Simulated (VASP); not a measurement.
# HgTe (F-43m) in VASP: a series of runs

Runs on HgTe. Level: LDA. Tasks: single point.

Everything below comes from runs of VASP 6.6.1. Logs are shortened: lines on timing, memory, paths and dates and some standing lists are left out, and cuts for length are marked.

**1. The cell of the first run**

The structure is cubic, space group F-43m (No. 216). Conventional cell: a = 6.392 Å, b = 6.392 Å, c = 6.392 Å, α = 90.00°, β = 90.00°, γ = 90.00°. Hg (site symmetry -43m) has 4 Te at 2.77 Å within 3.6 Å. Te (site symmetry -43m) has 4 Hg at 2.77 Å within 3.6 Å.

**2. Single point, LDA (32.65 Å³/atom)**

Contents of INCAR:

```
SYSTEM = HgTe
  PREC = Accurate
  ENCUT = 500
  EDIFF = 1E-6
  ISMEAR = -1
  SIGMA = 0.15
  LREAL = .False.
  LASPH = .True.
  NELM = 120
  ALGO = Normal
  ISIF = 2
  LWAVE = .False.
  LCHARG = .True.
  GGA = CA
  LELF = .True.
  LVHAR = .True.
  NBANDS = 16
  GGA_COMPAT = .False.
```

Contents of KPOINTS:

```
regular mesh
0
Gamma
  12 12 12
  0 0 0
```

Contents of POSCAR:

```
HgTe
1.0
    0.0000000000      3.1961819354      3.1961819354
    3.1961819354      0.0000000000      3.1961819354
    3.1961819354      3.1961819354      0.0000000000
Hg Te
1 1
Direct
    0.0000000000      0.0000000000      0.0000000000
    0.7500000000      0.7500000000      0.7500000000
```

Potentials or basis: VASP PAW LDA potentials, release 64 (Hg, Te).

Command:

```sh
$ cat potpaw_LDA.64/Hg/POTCAR potpaw_LDA.64/Te/POTCAR > POTCAR
$ mpirun -np 1 vasp_std > vasp.out
```

OUTCAR:

```text
SYSTEM = HgTe
   PREC = Accurate
   ENCUT = 500
   EDIFF = 1E-6
   ISMEAR = -1
   LREAL = .False.
   LASPH = .True.
   NELM = 120
   ISIF = 2
   GGA = CA

 ion  position               nearest neighbor table
   1  0.000  0.000  0.000-   2 2.77   2 2.77   2 2.77   2 2.77
   2  0.750  0.750  0.750-   1 2.77   1 2.77   1 2.77   1 2.77

  LATTYP: Found a face centered cubic cell.
 ALAT       =     6.3923638708

  Lattice vectors:

 A1 = (   0.0000000000,   3.1961819354,   3.1961819354)
 A2 = (   3.1961819354,   0.0000000000,   3.1961819354)
 A3 = (   3.1961819354,   3.1961819354,   0.0000000000)

Analysis of symmetry for initial positions (statically):
=====================================================================
 Subroutine PRICEL returns:
 Original cell was already a primitive cell.

 Routine SETGRP: Setting up the symmetry group for a
 face centered cubic supercell.

 Subroutine GETGRP returns: Found 24 space group operations
 (whereof 24 operations were pure point group operations)
 out of a pool of 48 trial point group operations.

The static configuration has the point symmetry T_d .

Analysis of symmetry for dynamics (positions and initial velocities):
=====================================================================
 Subroutine PRICEL returns:
 Original cell was already a primitive cell.

 Routine SETGRP: Setting up the symmetry group for a
 face centered cubic supercell.

 Subroutine GETGRP returns: Found 24 space group operations
 (whereof 24 operations were pure point group operations)
 out of a pool of 48 trial point group operations.

The dynamic configuration has the point symmetry T_d .

 Subroutine INISYM returns: Found 24 space group operations
 (whereof 24 operations are pure point group operations),
 and found     1 'primitive' translations

----------------------------------------------------------------------------------------

                                     Primitive cell

  volume of cell :      65.3017

  direct lattice vectors                    reciprocal lattice vectors
     0.000000000  3.196181935  3.196181935    -0.156436652  0.156436652  0.156436652
     3.196181935  0.000000000  3.196181935     0.156436652 -0.156436652  0.156436652
     3.196181935  3.196181935  0.000000000     0.156436652  0.156436652 -0.156436652

  length of vectors
     4.520083841  4.520083841  4.520083841     0.270956229  0.270956229  0.270956229

  position of ions in fractional coordinates (direct lattice)
     0.000000000  0.000000000  0.000000000
     0.750000000  0.750000000  0.750000000

  ion indices of the primitive-cell ions
   primitive index   ion index
                 1           1
                 2           2

----------------------------------------------------------------------------------------

 KPOINTS: regular mesh

Automatic generation of k-mesh.
 Grid dimensions read from file:
 generate k-points for:   12   12   12

 Generating k-lattice:

  Cartesian coordinates                     Fractional coordinates (reciprocal lattice)
    -0.013036388  0.013036388  0.013036388     0.083333333  0.000000000  0.000000000
     0.013036388 -0.013036388  0.013036388     0.000000000  0.083333333  0.000000000
     0.013036388  0.013036388 -0.013036388     0.000000000  0.000000000  0.083333333

  Length of vectors
     0.022579686  0.022579686  0.022579686

  Shift w.r.t. Gamma in fractional coordinates (k-lattice)
     0.000000000  0.000000000  0.000000000

 Subroutine IBZKPT returns following result:
 ===========================================

 Found     72 irreducible k-points:

 Following reciprocal coordinates:
            Coordinates               Weight
  0.000000  0.000000  0.000000      1.000000
  0.083333  0.000000  0.000000      8.000000
  0.166667  0.000000  0.000000      8.000000
  0.250000  0.000000  0.000000      8.000000
  0.333333  0.000000  0.000000      8.000000
  0.416667  0.000000  0.000000      8.000000
[... 16 lines left out ...]
  0.500000  0.166667  0.000000     24.000000
 -0.416667  0.166667  0.000000     24.000000
 [... further k-points ...]
   k-points           NKPTS =     72   k-points in BZ     NKDIM =     72   number of bands    NBANDS=     16
   number of dos      NEDOS =    301   number of ions     NIONS =      2
   total plane-waves  NPLWV =  46656
   dimension x,y,z NGX =    36 NGY =   36 NGZ =   36
   dimension x,y,z NGXF=    72 NGYF=   72 NGZF=   72
   ions per type =               1   1
   NGX,Y,Z   is equivalent  to a cutoff of  13.24, 13.24, 13.24 a.u.
   NGXF,Y,Z  is equivalent  to a cutoff of  26.48, 26.48, 26.48 a.u.
 SYSTEM =  HgTe
   PREC   = accura    normal or accurate (medium, high low for compatibility)
   ISTART =      0    job   : 0-new  1-cont  2-samecut
   ICHARG =      2    charge: 1-file 2-atom 10-const
   ISPIN  =      1    spin polarized calculation?
   LNONCOLLINEAR =      F non collinear calculations
   LSORBIT =      F    spin-orbit coupling
   LASPH  =      T    aspherical Exc in radial PAW
   ENCUT  =  500.0 eV  36.75 Ry    6.06 a.u.   8.24  8.24  8.24*2*pi/ulx,y,z
   NELM   =    120;   NELMIN=  2; NELMDL= -5     # of ELM steps
   EDIFF  = 0.1E-05   stopping-criterion for ELM
   LREAL  =      F    real-space projection
   EDIFFG = 0.1E-04   stopping-criterion for IOM
   NSW    =      0    number of steps for IOM
   IBRION =     -1    ionic relax: 0-MD 1-quasi-New 2-CG
   NFREE  =      0    steps in history (QN), initial steepest desc. (CG)
   ISIF   =      2    stress and relaxation
   ISYM   =      2    0-nonsym 1-usesym 2-fastsym
   POTIM  = 0.5000    time-step for ionic-motion
   TEBEG  =    0.0;   TEEND  =   0.0 temperature during run
   PSTRESS=    0.0 pullay stress
   NELECT =      18.0000    total number of electrons
   NUPDOWN=      -1.0000    fix difference up-down
   EMIN   =  10.00;   EMAX   =-10.00  energy-range for DOS
   EFERMI =   0.00;   METHOD = LEGACY
   ISMEAR =    -1;   SIGMA  =   0.15  broadening in eV -4-tet -1-fermi 0-gaus
   EFERMI_NEDOS =   21; number of points for ismear=-14 and -15
   IALGO  =     38    algorithm
   IMIX   =      4    mixing-type and parameters
     AMIX     =   0.40;   BMIX     =  1.00
     AMIX_MAG =   1.60;   BMIX_MAG =  1.00
  volume/ion in A,a.u.               =      32.65       220.34
  Fermi-wavevector in a.u.,A,eV,Ry     =   1.065428  2.013367 15.444479  1.135137
  Thomas-Fermi vector in A             =   2.200979
   LORBIT       =      0    0 simple, 1 ext, 2 COOP (PROOUT), +10 PAW based schemes
   GGA     = CA    functional components
   LHFCALC =     F    Hartree Fock is set to
   AEXX    =    0.0000 exact exchange contribution
   IVDW    =     0    specifies the selected vdW correction
   LEPSILON=     F    determine dielectric tensor
   LRPA    =     F    only Hartree local field effects (RPA)
 non-spin polarized calculation
  energy-cutoff  :      500.00
  volume of cell :       65.30
 maximum number of plane-waves:      1676
 NGX is ok and might be reduce to    36
   NGX = 17   NGY = 17   NGZ = 17

 number of electron      17.9999998 magnetization

 Free energy of the ion-electron system (eV)
  ---------------------------------------------------
  ext. energy  EPLUGINS =         0.00000000
  ---------------------------------------------------
  free energy    TOTEN  =        -5.03392808 eV

  energy without entropy =       -5.02683694  energy(sigma->0) =       -5.03038251

 E-fermi :   3.5102     XC(G=0):  -9.2474

 val. band max:        3.2681097701   @ k =   0.0000   0.0000   0.0000
 cond. band min:       3.6917281271   @ k =   0.0833   0.0000   0.0000
 fundamental gap:      0.4236183570
 Fermi energy:         3.5101965649

 k-point     1 :       0.0000    0.0000    0.0000
  band No.  band energies     occupation
      1      -9.0212      2.00000
      2      -4.3083      2.00000
      3      -4.3083      2.00000
      4      -4.3083      2.00000
      5      -3.7333      2.00000
      6      -3.7333      2.00000
[... 8 lines left out ...]
     15      12.8291      0.00000
     16      12.8291      0.00000

 k-point     2 :       0.0833    0.0000    0.0000
  band No.  band energies     occupation
      1      -8.9836      2.00000
      2      -4.2977      2.00000
      3      -4.2976      2.00000
      4      -4.2976      2.00000
      5      -3.7347      2.00000
      6      -3.7347      2.00000
[... 8 lines left out ...]
     15      12.1765      0.00000
     16      12.1765      0.00000

 k-point     3 :       0.1667    0.0000    0.0000
  band No.  band energies     occupation
      1      -8.8784      2.00000
      2      -4.2693      2.00000
      3      -4.2693      2.00000
      4      -4.2557      2.00000
      5      -3.7370      2.00000
      6      -3.7370      2.00000
[... 8 lines left out ...]
     15      11.7350      0.00000
     16      11.7350      0.00000

 k-point     4 :       0.2500    0.0000    0.0000
  band No.  band energies     occupation
      1      -8.7283      2.00000
      2      -4.2334      2.00000
      3      -4.2334      2.00000
      4      -4.1548      2.00000
      5      -3.7355      2.00000
      6      -3.7355      2.00000
[... 8 lines left out ...]
     15      11.6817      0.00000
     16      11.6817      0.00000

 k-point     5 :       0.3333    0.0000    0.0000
  band No.  band energies     occupation
      1      -8.5704      2.00000
      2      -4.2018      2.00000
      3      -4.2018      2.00000
      4      -3.9593      2.00000
      5      -3.7275      2.00000
      6      -3.7275      2.00000
[... 8 lines left out ...]
     15      12.0669      0.00000
     16      12.0669      0.00000

 k-point     6 :       0.4167    0.0000    0.0000
  band No.  band energies     occupation
      1      -8.4497      2.00000
      2      -4.1822      2.00000
      3      -4.1822      2.00000
      4      -3.7166      2.00000
      5      -3.7166      2.00000
      6      -3.6539      2.00000
[... 8 lines left out ...]
     15      12.7621      0.00000
     16      12.7621      0.00000

 k-point     7 :       0.5000    0.0000    0.0000
  band No.  band energies     occupation
      1      -8.4044      2.00000
      2      -4.1759      2.00000
      3      -4.1759      2.00000
      4      -3.7115      2.00000
      5      -3.7115      2.00000
      6      -3.4117      2.00000
[... 8 lines left out ...]
     15      13.2623      0.00000
     16      13.2623      0.00000

 k-point     8 :       0.0833    0.0833    0.0000
  band No.  band energies     occupation
      1      -8.9710      2.00000
      2      -4.3064      2.00000
      3      -4.2879      2.00000
      4      -4.2879      2.00000
      5      -3.7417      2.00000
      6      -3.7289      2.00000
[... 8 lines left out ...]
     15      11.5056      0.00000
     16      12.8614      0.00000

 k-point     9 :       0.1667    0.0833    0.0000
  band No.  band energies     occupation
      1      -8.8882      2.00000
      2      -4.2907      2.00000
      3      -4.2596      2.00000
      4      -4.2558      2.00000
      5      -3.7491      2.00000
      6      -3.7255      2.00000
[... 8 lines left out ...]
     15      11.1681      0.00000
     16      12.4290      0.00000
[... 172 lines left out ...]
 k-point    19 :       0.1667    0.1667    0.0000
  band No.  band energies     occupation
      1      -8.8301      2.00000
      2      -4.2928      2.00000
      3      -4.2296      2.00000
      4      -4.2296      2.00000
      5      -3.7604      2.00000
      6      -3.7167      2.00000
[... 8 lines left out ...]
     15      11.6186      0.00000
     16      12.9564      0.00000

 k-point    20 :       0.2500    0.1667    0.0000
  band No.  band energies     occupation
      1      -8.7165      2.00000
      2      -4.2642      2.00000
      3      -4.1889      2.00000
      4      -4.1779      2.00000
      5      -3.7641      2.00000
      6      -3.7097      2.00000
[... 8 lines left out ...]
     15      12.3553      0.00000
     16      12.8236      0.00000

 k-point    21 :       0.3333    0.1667    0.0000
  band No.  band energies     occupation
      1      -8.5739      2.00000
      2      -4.2167      2.00000
      3      -4.1507      2.00000
      4      -4.0773      2.00000
      5      -3.7455      2.00000
      6      -3.7035      2.00000
[... 8 lines left out ...]
     15      12.5029      0.00000
     16      12.9316      0.00000

 k-point    22 :       0.4167    0.1667    0.0000
  band No.  band energies     occupation
      1      -8.4397      2.00000
      2      -4.1803      2.00000
      3      -4.1256      2.00000
      4      -3.9158      2.00000
      5      -3.7004      2.00000
      6      -3.6672      2.00000
[... 8 lines left out ...]
     15      12.5651      0.00000
     16      13.3691      0.00000

 k-point    23 :       0.5000    0.1667    0.0000
  band No.  band energies     occupation
      1      -8.3534      2.00000
      2      -4.1610      2.00000
      3      -4.1172      2.00000
      4      -3.7989      2.00000
      5      -3.7061      2.00000
      6      -3.4571      2.00000
[... 8 lines left out ...]
     15      12.8165      0.00000
     16      13.3960      0.00000

 k-point    24 :      -0.4167    0.1667    0.0000
  band No.  band energies     occupation
      1      -8.3422      2.00000
      2      -4.1539      2.00000
      3      -4.1249      2.00000
      4      -3.7563      2.00000
      5      -3.7228      2.00000
      6      -3.4003      2.00000
[... 8 lines left out ...]
     15      12.5502      0.00000
     16      12.7214      0.00000

 [... further k-points ...]
[... 5 lines left out ...]
  --------------------------------------------------------------------------------------
  -------------------------------------------------------------------------------------
  Total        0.5305126      0.5305126      0.5305126      0.0000000      0.0000000      0.0000000
  in kB       13.0161287     13.0161287     13.0161287      0.0000000      0.0000000      0.0000000
  external PRESSURE =      13.0161287 kB  Pullay stress =       0.0000000 kB

 VOLUME and BASIS-vectors are now :
 -----------------------------------------------------------------------------
  energy-cutoff  :      500.00
  volume of cell :       65.30
      direct lattice vectors                 reciprocal lattice vectors
     0.000000000  3.196181935  3.196181935    -0.156436652  0.156436652  0.156436652
     3.196181935  0.000000000  3.196181935     0.156436652 -0.156436652  0.156436652
     3.196181935  3.196181935  0.000000000     0.156436652  0.156436652 -0.156436652

 POSITION                                       TOTAL-FORCE (eV/Angst)
 -----------------------------------------------------------------------------------
      0.00000      0.00000      0.00000        -0.000000      0.000000     -0.000000
      4.79427      4.79427      4.79427         0.000000     -0.000000      0.000000
 -----------------------------------------------------------------------------------
    total drift:                               -0.000000     -0.000000     -0.000000

  FREE ENERGIE OF THE ION-ELECTRON SYSTEM (eV)
  ---------------------------------------------------
  free  energy   TOTEN  =        -5.0339280845 eV

  energy  without entropy=       -5.0268369367  energy(sigma->0) =       -5.03038251
```

It took 91 s on 1 thread of Intel Xeon 6975P-C (Granite Rapids), shared host; peak memory 0.21 GiB.

What came out:

* Free energy: -5.0339 eV
* Pressure: 1.3 GPa
* Band gap on the k mesh: zero (filled and empty bands touch)

Caveat: semilocal functionals underestimate gaps, and a narrow one can read as zero; spin-orbit coupling is left out, which moves the levels of the heavy elements.

**3. Single point, LDA (33.98 Å³/atom)**

This run uses another cell than the first one, of 33.98 Å³/atom.

Contents of INCAR:

```
SYSTEM = HgTe
PREC = Accurate ; ENCUT = 500
EDIFF = 1E-6 ; ISMEAR = -1
SIGMA = 0.15 ; LREAL = .FALSE.
LASPH = .TRUE. ; NELM = 120
ALGO = Normal ; ISIF = 2
LWAVE = .FALSE. ; LCHARG = .FALSE.
GGA = CA ; NBANDS = 16
GGA_COMPAT = .FALSE.
```

Contents of KPOINTS:

```
Automatic mesh
0
G
  12 12 12
  0 0 0
```

Contents of POSCAR:

```
HgTe
1.0
    0.0000000000      3.2390888263      3.2390888263
    3.2390888263      0.0000000000      3.2390888263
    3.2390888263      3.2390888263      0.0000000000
Hg Te
1 1
Direct
    0.0000000000      0.0000000000      0.0000000000
    0.7500000000      0.7500000000      0.7500000000
```

Potentials or basis: VASP PAW LDA potentials, release 64 (Hg, Te).

Command:

```sh
$ cat potpaw_LDA.64/Hg/POTCAR potpaw_LDA.64/Te/POTCAR > POTCAR
$ mpirun -np 1 vasp_std > vasp.out
```

Wall time 80 s (1 thread of Intel Xeon 6975P-C (Granite Rapids), shared host); peak memory 0.22 GiB.

It converged, with:

```yaml
Free_energy: -5.0394 eV
Pressure: -0.6 GPa
Band_gap_on_the_k_mesh: zero (filled and empty bands touch)
```

Levels at points of the mesh, in eV from the Fermi level:
```csv
k point,band 5,band 6,band 7,band 8,band 9,band 10,band 11,band 12,band 13,band 14
"(0.00, 0.00, 0.00)",-7.05,-7.05,-1.12,-0.24,-0.24,-0.24,3.93,3.93,3.93,6.00
"(0.50, 0.00, 0.00)",-7.03,-6.75,-5.74,-1.22,-1.22,0.36,4.72,4.72,6.40,7.45
"(0.50, 0.50, 0.00)",-6.99,-6.61,-5.68,-2.51,-2.51,1.58,2.10,7.76,8.49,8.49
```

Caveat: semilocal functionals underestimate gaps, and a narrow one can read as zero; spin-orbit coupling is left out, which moves the levels of the heavy elements.

The gap in the log of VASP goes by the Fermi energy; the results here count the filled bands.